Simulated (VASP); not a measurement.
# CoRu (F-43m) in VASP: single point with PBE

Aim: the single point of CoRu with PBE.

All numbers are computed with VASP 6.6.1; they aren't measurements. Logs are shortened: lines on timing, memory, paths and dates and some standing lists are left out, and cuts for length are marked.

### Step 1. The cell of the first run

It takes space group F-43m (No. 216, cubic). Conventional cell: a = 4.784 Å, b = 4.784 Å, c = 4.784 Å, α = 90.00°, β = 90.00°, γ = 90.00°. Co (site symmetry -43m) has 4 Ru at 2.07 Å within 2.7 Å. Within 2.7 Å of Ru (site symmetry -43m) lie 4 Co at 2.07 Å.

### Step 2. Single point, PBE, collinear spin, ferromagnetic start

File INCAR:

```
SYSTEM = CoRu
ALGO = Fast
EDIFF = 1E-7
ENCUT = 520
GGA = PE
ISIF = 2
ISMEAR = 0
ISPIN = 2
LASPH = .True.
LCHARG = .False.
LMAXMIX = 4
LORBIT = 11
LREAL = .False.
LWAVE = .False.
MAGMOM = 3 0
NBANDS = 22
NELM = 150
PREC = Accurate
SIGMA = 0.1
```

File KPOINTS:

```
k-points
0
Gamma
  6 6 6
  0 0 0
```

File POSCAR:

```
CoRu
1.0
    0.0000000000      2.3919211400      2.3919211400
    2.3919211400      0.0000000000      2.3919211400
    2.3919211400      2.3919211400      0.0000000000
Co Ru
1 1
Direct
    0.0000000000      0.0000000000      0.0000000000
    0.2500000000      0.2500000000      0.2500000000
```

Potentials or basis: VASP PAW PBE potentials, release 64 (Co, Ru_pv).

The run is started by

```console
> cat potpaw_PBE.64/Co/POTCAR potpaw_PBE.64/Ru_pv/POTCAR > POTCAR
> mpirun -np 1 vasp_std > vasp.out
```

OUTCAR:

```text
SYSTEM = CoRu
   EDIFF = 1E-7
   ENCUT = 520
   GGA = PE
   ISIF = 2
   ISMEAR = 0
   ISPIN = 2
   LASPH = .True.
   LORBIT = 11
   LREAL = .False.
   NELM = 150
   PREC = Accurate

 ion  position               nearest neighbor table
   1  0.000  0.000  0.000-   2 2.07   2 2.07   2 2.07   2 2.07
   2  0.250  0.250  0.250-   1 2.07   1 2.07   1 2.07   1 2.07

  LATTYP: Found a face centered cubic cell.
 ALAT       =     4.7838422800

  Lattice vectors:

 A1 = (   0.0000000000,   2.3919211400,   2.3919211400)
 A2 = (   2.3919211400,   0.0000000000,   2.3919211400)
 A3 = (   2.3919211400,   2.3919211400,   0.0000000000)

Analysis of symmetry for initial positions (statically):
=====================================================================
 Subroutine PRICEL returns:
 Original cell was already a primitive cell.

 Routine SETGRP: Setting up the symmetry group for a
 face centered cubic supercell.

 Subroutine GETGRP returns: Found 24 space group operations
 (whereof 24 operations were pure point group operations)
 out of a pool of 48 trial point group operations.

The static configuration has the point symmetry T_d .

Analysis of symmetry for dynamics (positions and initial velocities):
=====================================================================
 Subroutine PRICEL returns:
 Original cell was already a primitive cell.

 Routine SETGRP: Setting up the symmetry group for a
 face centered cubic supercell.

 Subroutine GETGRP returns: Found 24 space group operations
 (whereof 24 operations were pure point group operations)
 out of a pool of 48 trial point group operations.

The dynamic configuration has the point symmetry T_d .

Analysis of structural, dynamic, and magnetic symmetry:
=====================================================================
 Subroutine PRICEL returns:
 Original cell was already a primitive cell.

 Routine SETGRP: Setting up the symmetry group for a
 face centered cubic supercell.

 Subroutine GETGRP returns: Found 24 space group operations
 (whereof 24 operations were pure point group operations)
 out of a pool of 48 trial point group operations.

The overall configuration has the point symmetry T_d .

 Subroutine INISYM returns: Found 24 space group operations
 (whereof 24 operations are pure point group operations),
 and found     1 'primitive' translations

----------------------------------------------------------------------------------------

                                     Primitive cell

  volume of cell :      27.3697

  direct lattice vectors                    reciprocal lattice vectors
     0.000000000  2.391921140  2.391921140    -0.209036992  0.209036992  0.209036992
     2.391921140  0.000000000  2.391921140     0.209036992 -0.209036992  0.209036992
     2.391921140  2.391921140  0.000000000     0.209036992  0.209036992 -0.209036992

  length of vectors
     3.382687316  3.382687316  3.382687316     0.362062691  0.362062691  0.362062691

  position of ions in fractional coordinates (direct lattice)
     0.000000000  0.000000000  0.000000000
     0.250000000  0.250000000  0.250000000

  ion indices of the primitive-cell ions
   primitive index   ion index
                 1           1
                 2           2

----------------------------------------------------------------------------------------

 KPOINTS: k-points

Automatic generation of k-mesh.
 Grid dimensions read from file:
 generate k-points for:    6    6    6

 Generating k-lattice:

  Cartesian coordinates                     Fractional coordinates (reciprocal lattice)
    -0.034839499  0.034839499  0.034839499     0.166666667  0.000000000  0.000000000
     0.034839499 -0.034839499  0.034839499     0.000000000  0.166666667  0.000000000
     0.034839499  0.034839499 -0.034839499     0.000000000  0.000000000  0.166666667

  Length of vectors
     0.060343782  0.060343782  0.060343782

  Shift w.r.t. Gamma in fractional coordinates (k-lattice)
     0.000000000  0.000000000  0.000000000

 Subroutine IBZKPT returns following result:
 ===========================================

 Found     16 irreducible k-points:

 Following reciprocal coordinates:
            Coordinates               Weight
  0.000000  0.000000  0.000000      1.000000
  0.166667  0.000000  0.000000      8.000000
  0.333333  0.000000  0.000000      8.000000
  0.500000  0.000000  0.000000      4.000000
  0.166667  0.166667  0.000000      6.000000
  0.333333  0.166667  0.000000     24.000000
[... 8 lines left out ...]
 -0.333333  0.333333  0.166667     24.000000
 -0.333333  0.500000  0.166667     12.000000
   k-points           NKPTS =     16   k-points in BZ     NKDIM =     16   number of bands    NBANDS=     22
   number of dos      NEDOS =    301   number of ions     NIONS =      2
   total plane-waves  NPLWV =  21952
   dimension x,y,z NGX =    28 NGY =   28 NGZ =   28
   dimension x,y,z NGXF=    56 NGYF=   56 NGZF=   56
   ions per type =               1   1
   NGX,Y,Z   is equivalent  to a cutoff of  13.76, 13.76, 13.76 a.u.
   NGXF,Y,Z  is equivalent  to a cutoff of  27.52, 27.52, 27.52 a.u.
 SYSTEM =  CoRu
   PREC   = accura    normal or accurate (medium, high low for compatibility)
   ISTART =      0    job   : 0-new  1-cont  2-samecut
   ICHARG =      2    charge: 1-file 2-atom 10-const
   ISPIN  =      2    spin polarized calculation?
   LNONCOLLINEAR =      F non collinear calculations
   LSORBIT =      F    spin-orbit coupling
   LASPH  =      T    aspherical Exc in radial PAW
   ENCUT  =  520.0 eV  38.22 Ry    6.18 a.u.   6.29  6.29  6.29*2*pi/ulx,y,z
   NELM   =    150;   NELMIN=  2; NELMDL= -5     # of ELM steps
   EDIFF  = 0.1E-06   stopping-criterion for ELM
   LREAL  =      F    real-space projection
   EDIFFG = 0.1E-05   stopping-criterion for IOM
   NSW    =      0    number of steps for IOM
   IBRION =     -1    ionic relax: 0-MD 1-quasi-New 2-CG
   NFREE  =      0    steps in history (QN), initial steepest desc. (CG)
   ISIF   =      2    stress and relaxation
   ISYM   =      2    0-nonsym 1-usesym 2-fastsym
   POTIM  = 0.5000    time-step for ionic-motion
   TEBEG  =    0.0;   TEEND  =   0.0 temperature during run
   PSTRESS=    0.0 pullay stress
   NELECT =      23.0000    total number of electrons
   NUPDOWN=      -1.0000    fix difference up-down
   EMIN   =  10.00;   EMAX   =-10.00  energy-range for DOS
   EFERMI =   0.00;   METHOD = LEGACY
   ISMEAR =     0;   SIGMA  =   0.10  broadening in eV -4-tet -1-fermi 0-gaus
   EFERMI_NEDOS =   21; number of points for ismear=-14 and -15
   IALGO  =     68    algorithm
   IMIX   =      4    mixing-type and parameters
     AMIX     =   0.40;   BMIX     =  1.00
     AMIX_MAG =   1.60;   BMIX_MAG =  1.00
  volume/ion in A,a.u.               =      13.68        92.35
  Fermi-wavevector in a.u.,A,eV,Ry     =   1.544877  2.919394 32.472278  2.386645
  Thomas-Fermi vector in A             =   2.650336
   LORBIT       =     11    0 simple, 1 ext, 2 COOP (PROOUT), +10 PAW based schemes
   GGA     = PE    functional components
   LHFCALC =     F    Hartree Fock is set to
   AEXX    =    0.0000 exact exchange contribution
   IVDW    =     0    specifies the selected vdW correction
   LEPSILON=     F    determine dielectric tensor
   LRPA    =     F    only Hartree local field effects (RPA)
 spin polarized calculation
 RMM-DIIS sequential band-by-band and
 Gauss-broadening in eV      SIGMA  =   0.10
  energy-cutoff  :      520.00
  volume of cell :       27.37
 maximum number of plane-waves:       754
 NGX is ok and might be reduce to    28
   NGX = 13   NGY = 13   NGZ = 13

 number of electron      23.0000005 magnetization       0.0007667

 number of electron      23.0000005 magnetization      -0.0004188

 Free energy of the ion-electron system (eV)
  ---------------------------------------------------
  ext. energy  EPLUGINS =         0.00000000
  ---------------------------------------------------
  free energy    TOTEN  =       -12.91261190 eV

  energy without entropy =      -12.89984793  energy(sigma->0) =      -12.90622992

 E-fermi :  10.0245     XC(G=0): -12.7552

 val. band max:        9.9977520610   @ k =   0.5000   0.1667   0.0000
 cond. band min:      10.0600518522   @ k =   0.5000   0.3333   0.1667
 fundamental gap:      0.0622997911
 Fermi energy:        10.0244670521

 spin component 1

 k-point     1 :       0.0000    0.0000    0.0000
  band No.  band energies     occupation
      1     -32.9763      1.00000
      2     -32.9763      1.00000
      3     -32.9763      1.00000
      4       2.7153      1.00000
      5       5.4525      1.00000
      6       5.4525      1.00000
[... 14 lines left out ...]
     21      27.9169      0.00000
     22      27.9169      0.00000
[... 351 lines left out ...]
 k-point    16 :      -0.3333    0.5000    0.1667
  band No.  band energies     occupation
      1     -33.0398      1.00000
      2     -32.9985      1.00000
      3     -32.9816      1.00000
      4       4.3891      1.00000
      5       4.4479      1.00000
      6       6.2607      1.00000
[... 14 lines left out ...]
     21      29.9566      0.00000
     22      32.3708      0.00000
 Fermi energy:        10.0244670521

 spin component 2

 k-point     1 :       0.0000    0.0000    0.0000
  band No.  band energies     occupation
      1     -32.9763      1.00000
      2     -32.9763      1.00000
      3     -32.9763      1.00000
      4       2.7151      1.00000
      5       5.4524      1.00000
      6       5.4524      1.00000
[... 14 lines left out ...]
     21      27.9167      0.00000
     22      27.9167      0.00000
[... 352 lines left out ...]
  band No.  band energies     occupation
      1     -33.0398      1.00000
      2     -32.9985      1.00000
      3     -32.9816      1.00000
      4       4.3890      1.00000
      5       4.4478      1.00000
      6       6.2606      1.00000
[... 14 lines left out ...]
     21      29.9564      0.00000
     22      32.3706      0.00000

------------------------ aborting loop because EDIFF is reached ----------------------------------------

  FORCE on cell =-STRESS in cart. coord.  units (eV):
  Direction    XX          YY          ZZ          XY          YZ          ZX
  --------------------------------------------------------------------------------------
  -------------------------------------------------------------------------------------
  Total        9.9985496      9.9985496      9.9985496      0.0000000      0.0000000     -0.0000000
  in kB      585.2979744    585.2979744    585.2979744      0.0000000      0.0000000     -0.0000000
  external PRESSURE =     585.2979744 kB  Pullay stress =       0.0000000 kB

 VOLUME and BASIS-vectors are now :
 -----------------------------------------------------------------------------
  energy-cutoff  :      520.00
  volume of cell :       27.37
      direct lattice vectors                 reciprocal lattice vectors
     0.000000000  2.391921140  2.391921140    -0.209036992  0.209036992  0.209036992
     2.391921140  0.000000000  2.391921140     0.209036992 -0.209036992  0.209036992
     2.391921140  2.391921140  0.000000000     0.209036992  0.209036992 -0.209036992

 POSITION                                       TOTAL-FORCE (eV/Angst)
 -----------------------------------------------------------------------------------
      0.00000      0.00000      0.00000         0.000000      0.000000      0.000000
      1.19596      1.19596      1.19596        -0.000000     -0.000000     -0.000000
 -----------------------------------------------------------------------------------
    total drift:                               -0.000000     -0.000000      0.000000

  FREE ENERGIE OF THE ION-ELECTRON SYSTEM (eV)
  ---------------------------------------------------
  free  energy   TOTEN  =       -12.9126119037 eV

  energy  without entropy=      -12.8998479275  energy(sigma->0) =      -12.90622992

 total charge

# of ion       s       p       d       tot
------------------------------------------
    1        0.721   0.697   7.624   9.041
    2        0.480   6.276   6.326  13.083
--------------------------------------------------
tot          1.201   6.973  13.950  22.124

 magnetization (x)

# of ion       s       p       d       tot
------------------------------------------
    1       -0.000  -0.000  -0.000  -0.000
    2       -0.000  -0.000  -0.000  -0.000
--------------------------------------------------
tot         -0.000  -0.000  -0.000  -0.000
```

Wall time 39 s (1 thread of Intel Xeon 6975P-C (Granite Rapids), shared host); peak memory 0.17 GiB.

What came out:

| Quantity | Value |
| --- | --- |
| Free energy | -12.9126 eV |
| Pressure | 58.5 GPa |
| Net moment | 0.00 μB per cell |
| Valence electrons inside the program's atomic spheres | Co 9.04; Ru 13.08 |

Caveat: the k points lie up to 0.38 Å⁻¹ apart; the starting moments collapsed, and a magnetic state may lie lower.
